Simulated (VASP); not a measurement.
TiTe2, 3 atoms in the cell. The structure is trigonal, space group P-3m1 (No. 164). The conventional cell has a = 3.697 Å, b = 3.697 Å, c = 6.386 Å, α = 90.00°, β = 90.00°, γ = 120.00°. Ti (site symmetry -3m) has 6 Te at 2.75 Å and 6 Ti at 3.70 Å within 3.7 Å. Te (site symmetry 3m) has 3 Ti at 2.75 Å and 9 Te at 3.62 to 3.70 Å within 3.7 Å. 

| Quantity | Value |
| --- | --- |
| Program | VASP 6.6.1 |
| Task | single point |
| Functional | PBE |
| Dispersion | D3(BJ) |
| Potentials or basis | VASP PAW PBE potentials, release 64 (Ti_sv, Te) |
| Cutoff | 520 eV |
| k mesh | 15 × 15 × 8 |
| Occupations | gaussian, width 0.3 eV |
| Spin | no spin polarisation |
| Dipole correction | no |
| Further INCAR settings | ALGO = Normal; EDIFF = 1e-07; NBANDS = 19 |

Potentials or basis: VASP PAW PBE potentials, release 64 (Ti_sv, Te).

Command:

```sh
$ cat potpaw_PBE.64/Ti_sv/POTCAR potpaw_PBE.64/Te/POTCAR > POTCAR
$ mpirun -np 1 vasp_std > vasp.out
```

Hardware: 1 thread of AMD EPYC 9R45 (Zen 5), with other jobs on the host.

Question: Estimate the wall time of this run.

Answer: Wall time 2.7 min on 1 thread of AMD EPYC 9R45 (Zen 5), with other jobs on the host, peak memory 0.37 GiB. Counts: scf iterations 18, k points 192.
